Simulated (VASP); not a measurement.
# TaV (P1) in VASP: further runs

Runs on TaV. Level: PBE. Tasks: single point.

Program: VASP 6.6.1. These are calculated values, not measurements. Logs are shortened: lines on timing, memory, paths and dates and some standing lists are left out, and cuts for length are marked.

### Step 1. The cell of the first run

The typed cell holds 20 atoms: a = 6.460 Å, b = 6.494 Å, c = 7.919 Å, α = 79.56°, β = 78.99°, γ = 91.30°.

### Step 2. Single point, PBE

The input, INCAR:

```
PREC = Accurate
ENCUT = 520
EDIFF = 1E-7
ISMEAR = 0
SIGMA = 0.1
LREAL = Auto
LASPH = T
NELM = 60
ALGO = Fast
ISIF = 2
LWAVE = F
LCHARG = T
GGA = PE
LELF = T
LVHAR = T
NBANDS = 136
ISYM = 0
```

The input, KPOINTS:

```
Automatic mesh
0
Gamma
  2 2 2
  0.5 0.5 0.5
```

The input, POSCAR:

```
TaV
1.0
    3.9264299039     -2.2312583260     -4.6193437438
    3.9651276013     -2.2102190365      4.6442349857
   -1.9064448392     -7.6861789213     -0.0231282895
V Ta
10 10
Direct
    0.8953052188      0.1546972565      0.3878112474
    0.1969590112      0.4373777971      0.2067475753
    0.8117692917      0.0445789635      0.7911757948
    0.6963070895      0.9610793231      0.2094631302
    0.2950210591      0.5586805824      0.8007238855
    0.0990477339      0.8516600770      0.6132755099
    0.4105881320      0.1561081126      0.3887481653
    0.8050352423      0.5550763430      0.8003164085
    0.6980706944      0.4388860927      0.2075204751
    0.2931356133      0.0393324698      0.7896880362
    0.1014959778      0.3370804259      0.6010164199
    0.6032156037      0.8575071614      0.6038600345
    0.3999801949      0.6482243105      0.3994885835
   -0.0044757082      0.2561800485     -0.0020645577
    0.5034269008      0.7447867022     -0.0003186836
    0.9026138509      0.6490944086      0.3977390726
    0.5966215043      0.3388919281      0.6043980163
    0.1997220525      0.9610138180      0.2085347482
    0.9963282985      0.7441447401     -0.0032269988
    0.5059267387      0.2608864696     -0.0033595843
```

Potentials or basis: VASP PAW PBE potentials, release 64 (V_sv, Ta_pv).

Run with:

```sh
> cat potpaw_PBE.64/V_sv/POTCAR potpaw_PBE.64/Ta_pv/POTCAR > POTCAR
> mpirun -np 1 vasp_std > vasp.out
```

OUTCAR:

```text
PREC = Accurate
   ENCUT = 520
   EDIFF = 1E-7
   ISMEAR = 0
   LREAL = Auto
   LASPH = T
   NELM = 60
   ISIF = 2
   GGA = PE
   ISYM = 0

 ion  position               nearest neighbor table
   1  0.895  0.155  0.388-   4 2.55   9 2.63   2 2.65  18 2.68  11 2.75  12 2.76  17 2.77  14 2.98
                            16 3.23
   2  0.197  0.437  0.207-   1 2.65   7 2.69  14 2.70  13 2.71  16 2.75  20 2.76  15 2.83  19 2.86
                            11 3.01  18 3.09
   3  0.812  0.045  0.791-   6 2.60  12 2.61  11 2.67  14 2.73  19 2.75  17 2.77  15 2.81  20 2.87

   4  0.696  0.961  0.209-   1 2.55   7 2.60  14 2.77  13 2.77  15 2.80  20 2.80  16 2.81  19 2.88
                            12 3.01  18 3.21  18 3.25
   5  0.295  0.559  0.801-  15 2.68  19 2.69   6 2.69  14 2.76  11 2.76  12 2.78  20 2.80  17 2.83
                            13 3.06
   6  0.099  0.852  0.613-  10 2.50   3 2.60   5 2.69   8 2.69  16 2.80  13 2.84   7 2.88  19 2.93
                            18 3.09  11 3.14  12 3.22  12 3.24
   7  0.411  0.156  0.389-   9 2.60   4 2.60  18 2.61  17 2.69   2 2.69  11 2.78  12 2.82   6 2.88
                            20 2.99  13 3.21
   8  0.805  0.555  0.800-  19 2.61   6 2.69  20 2.72  15 2.73  14 2.73  17 2.77  12 2.79  11 2.82
                            16 3.07
   9  0.698  0.439  0.208-   7 2.60   1 2.63  20 2.66  16 2.70  14 2.73  13 2.76  19 2.80  15 2.82
                            17 3.03
  10  0.293  0.039  0.790-   6 2.50  12 2.68  11 2.70  17 2.73  19 2.74  15 2.85  14 2.86  20 2.88
                            18 3.20
  11  0.101  0.337  0.601-   3 2.67  10 2.70   1 2.75   5 2.76   7 2.78  13 2.80   8 2.82  16 2.84
                             2 3.01  14 3.03   6 3.14  17 3.20  17 3.26
  12  0.603  0.858  0.604-   3 2.61  10 2.68   1 2.76   5 2.78  13 2.78   8 2.79   7 2.82  16 2.82
                             4 3.01  15 3.03  17 3.13   6 3.22   6 3.24  17 3.37
  13  0.400  0.648  0.399-   2 2.71   9 2.76   4 2.77  12 2.78  11 2.80  18 2.80  17 2.83   6 2.84
                            15 3.05   5 3.06   7 3.21  16 3.22  16 3.24
  14  0.996  0.256  0.998-   2 2.70   9 2.73   3 2.73   8 2.73   5 2.76   4 2.77  18 2.83  10 2.86
                             1 2.98  11 3.03  20 3.17  19 3.17  20 3.29  19 3.33
  15  0.503  0.745  1.000-   5 2.68   8 2.73   4 2.80   3 2.81   9 2.82   2 2.83  10 2.85  18 2.88
                            12 3.03  13 3.05  20 3.15  19 3.18  19 3.28  20 3.35
  16  0.903  0.649  0.398-   9 2.70   2 2.75  18 2.77   6 2.80   4 2.81  12 2.82  17 2.83  11 2.84
                            19 3.06   8 3.07  13 3.22   1 3.23  13 3.24
  17  0.597  0.339  0.604-   7 2.69  10 2.73   3 2.77   1 2.77   8 2.77  13 2.83   5 2.83  16 2.83
                            20 2.99   9 3.03  12 3.13  11 3.20  11 3.26  12 3.37
  18  0.200  0.961  0.209-   7 2.61   1 2.68  16 2.77  13 2.80  20 2.81  14 2.83  19 2.85  15 2.88
                             2 3.09   6 3.09  10 3.20   4 3.21   4 3.25
  19  0.996  0.744  0.997-   8 2.61   5 2.69  10 2.74   3 2.75   9 2.80  18 2.85   2 2.86   4 2.88
                             6 2.93  16 3.06  14 3.17  15 3.18  15 3.28  14 3.33
  20  0.506  0.261  0.997-   9 2.66   8 2.72   2 2.76   5 2.80   4 2.80  18 2.81   3 2.87  10 2.88
                             7 2.99  17 2.99  15 3.15  14 3.17  14 3.29  15 3.35

IMPORTANT INFORMATION: All symmetrisations will be switched off!
NOSYMM: (Re-)initialisation of all symmetry stuff for point group C_1.

----------------------------------------------------------------------------------------

                                     Primitive cell

  volume of cell :     320.1577

  direct lattice vectors                    reciprocal lattice vectors
     3.926429904 -2.231258326 -4.619343744     0.111656033 -0.027368609 -0.108353914
     3.965127601 -2.210219036  4.644234986     0.110737603 -0.027790478  0.107550163
    -1.906444839 -7.686178921 -0.023128289    -0.064256611 -0.114167329  0.000527721

  length of vectors
     6.460162702  6.494322419  7.919116949     0.157976838  0.156850773  0.131009044

  position of ions in fractional coordinates (direct lattice)
     0.895305219  0.154697257  0.387811247
     0.196959011  0.437377797  0.206747575
     0.811769292  0.044578964  0.791175795
     0.696307090  0.961079323  0.209463130
     0.295021059  0.558680582  0.800723885
     0.099047734  0.851660077  0.613275510
[... 12 lines left out ...]
     0.996328299  0.744144740  0.996773001
     0.505926739  0.260886470  0.996640416

  ion indices of the primitive-cell ions
   primitive index   ion index
                 1           1
                 2           2
                 3           3
                 4           4
                 5           5
                 6           6
[... 12 lines left out ...]
                19          19
                20          20

----------------------------------------------------------------------------------------

 KPOINTS: Automatic mesh

Automatic generation of k-mesh.
 Grid dimensions read from file:
 generate k-points for:    2    2    2

 Generating k-lattice:

  Cartesian coordinates                     Fractional coordinates (reciprocal lattice)
     0.055828017 -0.013684305 -0.054176957     0.500000000  0.000000000 -0.000000000
     0.055368802 -0.013895239  0.053775081     0.000000000  0.500000000  0.000000000
    -0.032128306 -0.057083665  0.000263860     0.000000000  0.000000000  0.500000000

  Length of vectors
     0.078988419  0.078425387  0.065504522

  Shift w.r.t. Gamma in fractional coordinates (k-lattice)
     0.500000000  0.500000000  0.500000000

 Subroutine IBZKPT returns following result:
 ===========================================

 Found      4 irreducible k-points:

 Following reciprocal coordinates:
            Coordinates               Weight
  0.250000  0.250000  0.250000      2.000000
 -0.250000  0.250000  0.250000      2.000000
  0.250000 -0.250000  0.250000      2.000000
 -0.250000 -0.250000  0.250000      2.000000
   k-points           NKPTS =      4   k-points in BZ     NKDIM =      4   number of bands    NBANDS=    136
   number of dos      NEDOS =    301   number of ions     NIONS =     20
   total plane-waves  NPLWV = 138240
   dimension x,y,z NGX =    48 NGY =   48 NGZ =   60
   dimension x,y,z NGXF=    96 NGYF=   96 NGZF=  120
   ions per type =              10  10
   NGX,Y,Z   is equivalent  to a cutoff of  12.35, 12.29, 12.60 a.u.
   NGXF,Y,Z  is equivalent  to a cutoff of  24.70, 24.57, 25.19 a.u.
 SYSTEM =  unknown system
   PREC   = accura    normal or accurate (medium, high low for compatibility)
   ISTART =      0    job   : 0-new  1-cont  2-samecut
   ICHARG =      2    charge: 1-file 2-atom 10-const
   ISPIN  =      1    spin polarized calculation?
   LNONCOLLINEAR =      F non collinear calculations
   LSORBIT =      F    spin-orbit coupling
   LASPH  =      T    aspherical Exc in radial PAW
   ENCUT  =  520.0 eV  38.22 Ry    6.18 a.u.  12.01 12.08 14.72*2*pi/ulx,y,z
   NELM   =     60;   NELMIN=  2; NELMDL= -5     # of ELM steps
   EDIFF  = 0.1E-06   stopping-criterion for ELM
   LREAL  =      T    real-space projection
   EDIFFG = 0.1E-05   stopping-criterion for IOM
   NSW    =      0    number of steps for IOM
   IBRION =     -1    ionic relax: 0-MD 1-quasi-New 2-CG
   NFREE  =      0    steps in history (QN), initial steepest desc. (CG)
   ISIF   =      2    stress and relaxation
   ISYM   =      0    0-nonsym 1-usesym 2-fastsym
   POTIM  = 0.5000    time-step for ionic-motion
   TEBEG  =    0.0;   TEEND  =   0.0 temperature during run
   PSTRESS=    0.0 pullay stress
   NELECT =     240.0000    total number of electrons
   NUPDOWN=      -1.0000    fix difference up-down
   EMIN   =  10.00;   EMAX   =-10.00  energy-range for DOS
   EFERMI =   0.00;   METHOD = LEGACY
   ISMEAR =     0;   SIGMA  =   0.10  broadening in eV -4-tet -1-fermi 0-gaus
   EFERMI_NEDOS =   21; number of points for ismear=-14 and -15
   IALGO  =     68    algorithm
   IMIX   =      4    mixing-type and parameters
     AMIX     =   0.40;   BMIX     =  1.00
     AMIX_MAG =   1.60;   BMIX_MAG =  1.00
  volume/ion in A,a.u.               =      16.01       108.03
  Fermi-wavevector in a.u.,A,eV,Ry     =   1.487158  2.810322 30.091194  2.211640
  Thomas-Fermi vector in A             =   2.600354
   LORBIT       =      0    0 simple, 1 ext, 2 COOP (PROOUT), +10 PAW based schemes
   GGA     = PE    functional components
   LHFCALC =     F    Hartree Fock is set to
   AEXX    =    0.0000 exact exchange contribution
   IVDW    =     0    specifies the selected vdW correction
   LEPSILON=     F    determine dielectric tensor
   LRPA    =     F    only Hartree local field effects (RPA)
 non-spin polarized calculation
 RMM-DIIS sequential band-by-band and
 Gauss-broadening in eV      SIGMA  =   0.10
  energy-cutoff  :      520.00
  volume of cell :      320.16
 maximum number of plane-waves:      8632
   NGX = 25   NGY = 25   NGZ = 29

 number of electron     240.0000013 magnetization

 Free energy of the ion-electron system (eV)
  ---------------------------------------------------
  ext. energy  EPLUGINS =         0.00000000
  ---------------------------------------------------
  free energy    TOTEN  =      -206.35869541 eV

  energy without entropy =     -206.23032243  energy(sigma->0) =     -206.29450892

 E-fermi :   7.2133     XC(G=0): -12.6423

 val. band max:        7.1699650971   @ k =   0.2500  -0.2500   0.2500
 cond. band min:       7.2294773790   @ k =   0.2500   0.2500   0.2500
 fundamental gap:      0.0595122819
 Fermi energy:         7.2132919957

 k-point     1 :       0.2500    0.2500    0.2500
  band No.  band energies     occupation
      1     -56.5256      2.00000
      2     -56.4678      2.00000
      3     -56.4457      2.00000
      4     -56.4078      2.00000
      5     -56.4032      2.00000
      6     -56.3968      2.00000
[... 124 lines left out ...]
    131       8.5793      0.00000
    132       8.8556      0.00000

 k-point     2 :      -0.2500    0.2500    0.2500
  band No.  band energies     occupation
      1     -56.5256      2.00000
      2     -56.4678      2.00000
      3     -56.4457      2.00000
      4     -56.4078      2.00000
      5     -56.4034      2.00000
      6     -56.3967      2.00000
[... 124 lines left out ...]
    131       8.4956      0.00000
    132       8.5491      0.00000

 k-point     3 :       0.2500   -0.2500    0.2500
  band No.  band energies     occupation
      1     -56.5256      2.00000
      2     -56.4679      2.00000
      3     -56.4457      2.00000
      4     -56.4074      2.00000
      5     -56.4034      2.00000
      6     -56.3969      2.00000
[... 124 lines left out ...]
    131       8.5859      0.00000
    132       8.6081      0.00000

 k-point     4 :      -0.2500   -0.2500    0.2500
  band No.  band energies     occupation
      1     -56.5256      2.00000
      2     -56.4679      2.00000
      3     -56.4457      2.00000
      4     -56.4074      2.00000
      5     -56.4033      2.00000
      6     -56.3971      2.00000
[... 124 lines left out ...]
    131       8.4342      0.00000
    132       8.6429      0.00000
 [bands above 132 left out]

------------------------ aborting loop because EDIFF is reached ----------------------------------------

  FORCE on cell =-STRESS in cart. coord.  units (eV):
  Direction    XX          YY          ZZ          XY          YZ          ZX
  --------------------------------------------------------------------------------------
  -------------------------------------------------------------------------------------
  Total        0.1310299      0.8183116      0.2147688      0.0418572     -0.0323886     -0.1183124
  in kB        0.6557178      4.0951075      1.0747758      0.2094677     -0.1620833     -0.5920754
  external PRESSURE =       1.9418670 kB  Pullay stress =       0.0000000 kB

 VOLUME and BASIS-vectors are now :
 -----------------------------------------------------------------------------
  energy-cutoff  :      520.00
  volume of cell :      320.16
      direct lattice vectors                 reciprocal lattice vectors
     3.926429904 -2.231258326 -4.619343744     0.111656033 -0.027368609 -0.108353914
     3.965127601 -2.210219036  4.644234986     0.110737603 -0.027790478  0.107550163
    -1.906444839 -7.686178921 -0.023128289    -0.064256611 -0.114167329  0.000527721

 POSITION                                       TOTAL-FORCE (eV/Angst)
 -----------------------------------------------------------------------------------
      3.38941     -5.32036     -3.42624        -0.007244     -0.040810     -0.006290
      2.11345     -2.99527      1.11668         0.000163      0.002844     -0.004504
      1.85578     -7.99091     -3.56110         0.007937     -0.017334      0.009905
      6.14547     -5.28781      1.24215        -0.017827      0.023331     -0.006712
      1.84708     -8.04758      1.21332        -0.008093      0.018032     -0.028906
      2.59667     -6.81710      3.48359        -0.020411      0.048613     -0.005312
[... 12 lines left out ...]
      4.96235    -11.52916     -1.16945         0.005299     -0.004854      0.022356
      1.12089     -9.36583     -1.14848         0.002484      0.011690      0.007601
 -----------------------------------------------------------------------------------
    total drift:                                0.000525     -0.008231      0.002634

  FREE ENERGIE OF THE ION-ELECTRON SYSTEM (eV)
  ---------------------------------------------------
  free  energy   TOTEN  =      -206.3586954090 eV

  energy  without entropy=     -206.2303224267  energy(sigma->0) =     -206.29450892
```

Run time: 13 min. Hardware: 1 thread of Oxide Virtual Turin-like, shared host; peak memory 0.39 GiB.

Results:

| Quantity | Value |
| --- | --- |
| Free energy | -206.3587 eV |
| Pressure | 0.2 GPa |
| Largest force | 0.053 eV/Å |
| Band gap on the k mesh | zero (band 120 reaches 7.29 eV, above the bottom of band 121 at 7.14 eV) |

Forces on the atoms (eV/Å):
```
V   -0.007 -0.041 -0.006
V    0.000  0.003 -0.005
V    0.008 -0.017  0.010
V   -0.018  0.023 -0.007
V   -0.008  0.018 -0.029
V   -0.020  0.049 -0.005
V   -0.007 -0.012  0.005
V    0.019  0.005 -0.012
V    0.011  0.005  0.014
V   -0.014 -0.046  0.018
Ta   0.017  0.027  0.010
Ta  -0.004  0.013  0.003
Ta   0.013 -0.014  0.009
Ta   0.009 -0.009 -0.021
Ta  -0.011 -0.012  0.006
Ta  -0.004 -0.015  0.006
Ta  -0.009  0.006 -0.013
Ta   0.019  0.009 -0.014
Ta   0.005 -0.005  0.022
Ta   0.002  0.012  0.008
```

Caveat: the k points lie up to 0.50 Å⁻¹ apart; spin-orbit coupling is left out, which moves the levels of the heavy elements.

(Part 1 of 2 ends here.)
